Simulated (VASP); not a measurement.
# Cs2YTlF6 (Fm-3m) in VASP: notebook

Cs2YTlF6 is run at these levels: LDA; tasks: single point, relaxation of cell and atoms.

Program: VASP 6.6.1. These are calculated values, not measurements. Logs are shortened: lines on timing, memory, paths and dates and some standing lists are left out, and cuts for length are marked.

### 1 The cell of the first run

Symmetry: Fm-3m, No. 225, cubic system. The conventional cell has a = 9.394 Å, b = 9.394 Å, c = 9.394 Å, α = 90.00°, β = 90.00°, γ = 90.00°. Within 4.4 Å of Cs (site symmetry -43m) lie 12 F at 3.33 Å and 4 Y at 4.07 Å and 4 Tl at 4.07 Å. Y (site symmetry m-3m) has 6 F at 2.13 Å within 2.8 Å. Tl (site symmetry m-3m) has 6 F at 2.57 Å within 3.4 Å. Within 2.8 Å of F (site symmetry 4mm) lie 1 Y at 2.13 Å and 1 Tl at 2.57 Å.

### 2 Single point, LDA

Input file INCAR:

```
PREC = Accurate ; ENCUT = 520
EDIFF = 1E-7 ; ISMEAR = 0
SIGMA = 0.01 ; LREAL = False
LASPH = True ; NELM = 80
ALGO = Normal ; ISIF = 2
LWAVE = False ; LCHARG = False
GGA = CA ; NBANDS = 53
```

Input file KPOINTS:

```
regular mesh
0
Gamma
  4 4 4
```

Input file POSCAR:

```
Cs2YTlF6
1.0
    0.0000000000      4.6967610911      4.6967610911
    4.6967610911      0.0000000000      4.6967610911
    4.6967610911      4.6967610911      0.0000000000
Cs Y Tl F
2 1 1 6
Direct
    0.7500000000      0.7500000000      0.7500000000
    0.2500000000      0.2500000000      0.2500000000
    0.0000000000      0.0000000000      0.0000000000
    0.5000000000      0.5000000000      0.5000000000
    0.7732634778      0.2267365222      0.2267365222
    0.2267365222      0.2267365222      0.7732634778
    0.2267365222      0.7732634778      0.7732634778
    0.2267365222      0.7732634778      0.2267365222
    0.7732634778      0.2267365222      0.7732634778
    0.7732634778      0.7732634778      0.2267365222
```

Potentials or basis: VASP PAW LDA potentials, release 64 (Cs_sv, Y_sv, Tl_d, F).

Launch:

```bash
cat potpaw_LDA.64/Cs_sv/POTCAR potpaw_LDA.64/Y_sv/POTCAR potpaw_LDA.64/Tl_d/POTCAR potpaw_LDA.64/F/POTCAR > POTCAR
mpirun -np 1 vasp_std > vasp.out
```

OUTCAR:

```text
PREC = Accurate
   ENCUT = 520
   EDIFF = 1E-7
   ISMEAR = 0
   LREAL = False
   LASPH = True
   NELM = 80
   ISIF = 2
   GGA = CA

 ion  position               nearest neighbor table
   1  0.750  0.750  0.750-
   2  0.250  0.250  0.250-
   3  0.000  0.000  0.000-   5 2.13   6 2.13   7 2.13   8 2.13   9 2.13  10 2.13
   4  0.500  0.500  0.500-   5 2.57   6 2.57   7 2.57   8 2.57   9 2.57  10 2.57
   5  0.773  0.227  0.227-   3 2.13   4 2.57
   6  0.227  0.227  0.773-   3 2.13   4 2.57
   7  0.227  0.773  0.773-   3 2.13   4 2.57
   8  0.227  0.773  0.227-   3 2.13   4 2.57
   9  0.773  0.227  0.773-   3 2.13   4 2.57
  10  0.773  0.773  0.227-   3 2.13   4 2.57

  LATTYP: Found a face centered cubic cell.
 ALAT       =     9.3935221822

  Lattice vectors:

 A1 = (   0.0000000000,   4.6967610911,   4.6967610911)
 A2 = (   4.6967610911,   0.0000000000,   4.6967610911)
 A3 = (   4.6967610911,   4.6967610911,   0.0000000000)

Analysis of symmetry for initial positions (statically):
=====================================================================
 Subroutine PRICEL returns:
 Original cell was already a primitive cell.

 Routine SETGRP: Setting up the symmetry group for a
 face centered cubic supercell.

 Subroutine GETGRP returns: Found 48 space group operations
 (whereof 48 operations were pure point group operations)
 out of a pool of 48 trial point group operations.

The static configuration has the point symmetry O_h .

Analysis of symmetry for dynamics (positions and initial velocities):
=====================================================================
 Subroutine PRICEL returns:
 Original cell was already a primitive cell.

 Routine SETGRP: Setting up the symmetry group for a
 face centered cubic supercell.

 Subroutine GETGRP returns: Found 48 space group operations
 (whereof 48 operations were pure point group operations)
 out of a pool of 48 trial point group operations.

The dynamic configuration has the point symmetry O_h .

 Subroutine INISYM returns: Found 48 space group operations
 (whereof 48 operations are pure point group operations),
 and found     1 'primitive' translations

----------------------------------------------------------------------------------------

                                     Primitive cell

  volume of cell :     207.2170

  direct lattice vectors                    reciprocal lattice vectors
     0.000000000  4.696761091  4.696761091    -0.106456341  0.106456341  0.106456341
     4.696761091  0.000000000  4.696761091     0.106456341 -0.106456341  0.106456341
     4.696761091  4.696761091  0.000000000     0.106456341  0.106456341 -0.106456341

  length of vectors
     6.642223234  6.642223234  6.642223234     0.184387791  0.184387791  0.184387791

  position of ions in fractional coordinates (direct lattice)
     0.750000000  0.750000000  0.750000000
     0.250000000  0.250000000  0.250000000
     0.000000000  0.000000000  0.000000000
     0.500000000  0.500000000  0.500000000
     0.773263478  0.226736522  0.226736522
     0.226736522  0.226736522  0.773263478
     0.226736522  0.773263478  0.773263478
     0.226736522  0.773263478  0.226736522
     0.773263478  0.226736522  0.773263478
     0.773263478  0.773263478  0.226736522

  ion indices of the primitive-cell ions
   primitive index   ion index
                 1           1
                 2           2
                 3           3
                 4           4
                 5           5
                 6           6
                 7           7
                 8           8
                 9           9
                10          10

----------------------------------------------------------------------------------------

 KPOINTS: regular mesh

Automatic generation of k-mesh.
 Grid dimensions read from file:
 generate k-points for:    4    4    4

 Generating k-lattice:

  Cartesian coordinates                     Fractional coordinates (reciprocal lattice)
    -0.026614085  0.026614085  0.026614085     0.250000000  0.000000000  0.000000000
     0.026614085 -0.026614085  0.026614085     0.000000000  0.250000000  0.000000000
     0.026614085  0.026614085 -0.026614085     0.000000000  0.000000000  0.250000000

  Length of vectors
     0.046096948  0.046096948  0.046096948

  Shift w.r.t. Gamma in fractional coordinates (k-lattice)
     0.000000000  0.000000000  0.000000000

 Subroutine IBZKPT returns following result:
 ===========================================

 Found      8 irreducible k-points:

 Following reciprocal coordinates:
            Coordinates               Weight
  0.000000  0.000000  0.000000      1.000000
  0.250000  0.000000  0.000000      8.000000
  0.500000  0.000000  0.000000      4.000000
  0.250000  0.250000  0.000000      6.000000
  0.500000  0.250000  0.000000     24.000000
 -0.250000  0.250000  0.000000     12.000000
  0.500000  0.500000  0.000000      3.000000
 -0.250000  0.500000  0.250000      6.000000
   k-points           NKPTS =      8   k-points in BZ     NKDIM =      8   number of bands    NBANDS=     53
   number of dos      NEDOS =    301   number of ions     NIONS =     10
   total plane-waves  NPLWV = 125000
   dimension x,y,z NGX =    50 NGY =   50 NGZ =   50
   dimension x,y,z NGXF=   100 NGYF=  100 NGZF=  100
   ions per type =               2   1   1   6
   NGX,Y,Z   is equivalent  to a cutoff of  12.51, 12.51, 12.51 a.u.
   NGXF,Y,Z  is equivalent  to a cutoff of  25.03, 25.03, 25.03 a.u.
 SYSTEM =  unknown system
   PREC   = accura    normal or accurate (medium, high low for compatibility)
   ISTART =      0    job   : 0-new  1-cont  2-samecut
   ICHARG =      2    charge: 1-file 2-atom 10-const
   ISPIN  =      1    spin polarized calculation?
   LNONCOLLINEAR =      F non collinear calculations
   LSORBIT =      F    spin-orbit coupling
   LASPH  =      T    aspherical Exc in radial PAW
   ENCUT  =  520.0 eV  38.22 Ry    6.18 a.u.  12.35 12.35 12.35*2*pi/ulx,y,z
   NELM   =     80;   NELMIN=  2; NELMDL= -5     # of ELM steps
   EDIFF  = 0.1E-06   stopping-criterion for ELM
   LREAL  =      F    real-space projection
   EDIFFG = 0.1E-05   stopping-criterion for IOM
   NSW    =      0    number of steps for IOM
   IBRION =     -1    ionic relax: 0-MD 1-quasi-New 2-CG
   NFREE  =      0    steps in history (QN), initial steepest desc. (CG)
   ISIF   =      2    stress and relaxation
   ISYM   =      2    0-nonsym 1-usesym 2-fastsym
   POTIM  = 0.5000    time-step for ionic-motion
   TEBEG  =    0.0;   TEEND  =   0.0 temperature during run
   PSTRESS=    0.0 pullay stress
   NELECT =      84.0000    total number of electrons
   NUPDOWN=      -1.0000    fix difference up-down
   EMIN   =  10.00;   EMAX   =-10.00  energy-range for DOS
   EFERMI =   0.00;   METHOD = LEGACY
   ISMEAR =     0;   SIGMA  =   0.01  broadening in eV -4-tet -1-fermi 0-gaus
   EFERMI_NEDOS =   21; number of points for ismear=-14 and -15
   IALGO  =     38    algorithm
   IMIX   =      4    mixing-type and parameters
     AMIX     =   0.40;   BMIX     =  1.00
     AMIX_MAG =   1.60;   BMIX_MAG =  1.00
  volume/ion in A,a.u.               =      20.72       139.84
  Fermi-wavevector in a.u.,A,eV,Ry     =   1.211601  2.289593 19.973024  1.467976
  Thomas-Fermi vector in A             =   2.347111
   LORBIT       =      0    0 simple, 1 ext, 2 COOP (PROOUT), +10 PAW based schemes
   GGA     = CA    functional components
   LHFCALC =     F    Hartree Fock is set to
   AEXX    =    0.0000 exact exchange contribution
   IVDW    =     0    specifies the selected vdW correction
   LEPSILON=     F    determine dielectric tensor
   LRPA    =     F    only Hartree local field effects (RPA)
 non-spin polarized calculation
 Gauss-broadening in eV      SIGMA  =   0.01
  energy-cutoff  :      520.00
  volume of cell :      207.22
 maximum number of plane-waves:      5601
 NGX is ok and might be reduce to    50
   NGX = 25   NGY = 25   NGZ = 25

 number of electron      83.9999990 magnetization

 Free energy of the ion-electron system (eV)
  ---------------------------------------------------
  ext. energy  EPLUGINS =         0.00000000
  ---------------------------------------------------
  free energy    TOTEN  =       -57.00797647 eV

  energy without entropy =      -57.00797647  energy(sigma->0) =      -57.00797647

 E-fermi :   0.6565     XC(G=0):  -9.4018

 val. band max:        0.5168857561   @ k =   0.5000   0.0000   0.0000
 cond. band min:       4.8980704226   @ k =   0.2500   0.2500   0.0000
 fundamental gap:      4.3811846666
 Fermi energy:         0.6564516745

 k-point     1 :       0.0000    0.0000    0.0000
  band No.  band energies     occupation
      1     -39.1872      2.00000
      2     -21.7787      2.00000
      3     -21.7787      2.00000
      4     -21.7787      2.00000
      5     -20.8970      2.00000
      6     -20.7904      2.00000
[... 45 lines left out ...]
     52       9.1912      0.00000
     53       9.1912      0.00000

 k-point     2 :       0.2500    0.0000    0.0000
  band No.  band energies     occupation
      1     -39.1872      2.00000
      2     -21.7948      2.00000
      3     -21.7778      2.00000
      4     -21.7778      2.00000
      5     -20.8561      2.00000
      6     -20.7926      2.00000
[... 45 lines left out ...]
     52       8.0693      0.00000
     53       8.5306      0.00000

 k-point     3 :       0.5000    0.0000    0.0000
  band No.  band energies     occupation
      1     -39.1872      2.00000
      2     -21.8098      2.00000
      3     -21.7770      2.00000
      4     -21.7770      2.00000
      5     -20.8156      2.00000
      6     -20.7948      2.00000
[... 45 lines left out ...]
     52       7.7173      0.00000
     53       7.8375      0.00000

 k-point     4 :       0.2500    0.2500    0.0000
  band No.  band energies     occupation
      1     -39.1872      2.00000
      2     -21.7904      2.00000
      3     -21.7800      2.00000
      4     -21.7800      2.00000
      5     -20.8489      2.00000
      6     -20.8000      2.00000
[... 45 lines left out ...]
     52       7.8560      0.00000
     53       8.1931      0.00000

 k-point     5 :       0.5000    0.2500    0.0000
  band No.  band energies     occupation
      1     -39.1872      2.00000
      2     -21.7978      2.00000
      3     -21.7821      2.00000
      4     -21.7791      2.00000
      5     -20.8179      2.00000
      6     -20.8015      2.00000
[... 45 lines left out ...]
     52       7.8478      0.00000
     53       8.0790      0.00000

 k-point     6 :      -0.2500    0.2500    0.0000
  band No.  band energies     occupation
      1     -39.1872      2.00000
      2     -21.7992      2.00000
      3     -21.7831      2.00000
      4     -21.7769      2.00000
      5     -20.8193      2.00000
      6     -20.8000      2.00000
[... 45 lines left out ...]
     52       7.7222      0.00000
     53       8.1497      0.00000

 k-point     7 :       0.5000    0.5000    0.0000
  band No.  band energies     occupation
      1     -39.1872      2.00000
      2     -21.7914      2.00000
      3     -21.7812      2.00000
      4     -21.7812      2.00000
      5     -20.8360      2.00000
      6     -20.7926      2.00000
[... 45 lines left out ...]
     52       8.6235      0.00000
     53       8.7733      0.00000

 k-point     8 :      -0.2500    0.5000    0.2500
  band No.  band energies     occupation
      1     -39.1872      2.00000
      2     -21.7862      2.00000
      3     -21.7862      2.00000
      4     -21.7861      2.00000
      5     -20.8186      2.00000
      6     -20.7987      2.00000
[... 45 lines left out ...]
     52       8.0032      0.00000
     53       8.0044      0.00000

------------------------ aborting loop because EDIFF is reached ----------------------------------------

  FORCE on cell =-STRESS in cart. coord.  units (eV):
  Direction    XX          YY          ZZ          XY          YZ          ZX
  --------------------------------------------------------------------------------------
  -------------------------------------------------------------------------------------
  Total       -0.0245174     -0.0245174     -0.0245174      0.0000000      0.0000000      0.0000000
  in kB       -0.1895659     -0.1895659     -0.1895659      0.0000000      0.0000000      0.0000000
  external PRESSURE =      -0.1895659 kB  Pullay stress =       0.0000000 kB

 VOLUME and BASIS-vectors are now :
 -----------------------------------------------------------------------------
  energy-cutoff  :      520.00
  volume of cell :      207.22
      direct lattice vectors                 reciprocal lattice vectors
     0.000000000  4.696761091  4.696761091    -0.106456341  0.106456341  0.106456341
     4.696761091  0.000000000  4.696761091     0.106456341 -0.106456341  0.106456341
     4.696761091  4.696761091  0.000000000     0.106456341  0.106456341 -0.106456341

 POSITION                                       TOTAL-FORCE (eV/Angst)
 -----------------------------------------------------------------------------------
      7.04514      7.04514      7.04514        -0.000000     -0.000000     -0.000000
      2.34838      2.34838      2.34838        -0.000000     -0.000000     -0.000000
      0.00000      0.00000      0.00000         0.000000     -0.000000     -0.000000
      4.69676      4.69676      4.69676         0.000000     -0.000000     -0.000000
      2.12985      4.69676      4.69676         0.032188     -0.000000     -0.000000
      4.69676      4.69676      2.12985         0.000000     -0.000000      0.032188
      7.26367      4.69676      4.69676        -0.032188     -0.000000     -0.000000
      4.69676      2.12985      4.69676         0.000000      0.032188     -0.000000
      4.69676      7.26367      4.69676         0.000000     -0.032188     -0.000000
      4.69676      4.69676      7.26367         0.000000     -0.000000     -0.032188
 -----------------------------------------------------------------------------------
    total drift:                               -0.000000     -0.000000      0.000000

  FREE ENERGIE OF THE ION-ELECTRON SYSTEM (eV)
  ---------------------------------------------------
  free  energy   TOTEN  =       -57.0079764707 eV

  energy  without entropy=      -57.0079764707  energy(sigma->0) =      -57.00797647
```

Wall time 2 min (1 thread of Intel Xeon Platinum 8259CL at 2.50GHz (Skylake/Cascade Lake), shared host); peak memory 0.32 GiB.

Results:

```
Free energy            : -57.0080 eV
Pressure               : 0.0 GPa
Largest force          : 0.032 eV/Å
Band gap on the k mesh : 4.38 eV (least direct gap 4.76 eV)
```

Forces in eV/Å, atoms in the order of the input:
```
Cs   0.000  0.000  0.000
Cs   0.000  0.000  0.000
Y    0.000  0.000  0.000
Tl   0.000  0.000  0.000
F    0.032  0.000  0.000
F    0.000  0.000  0.032
F   -0.032  0.000  0.000
F    0.000  0.032  0.000
F    0.000 -0.032  0.000
F    0.000  0.000 -0.032
```

Caveat: spin-orbit coupling is left out, which moves the levels of the heavy elements. A k mesh can miss the band edges.

[end of part 1 of 2]
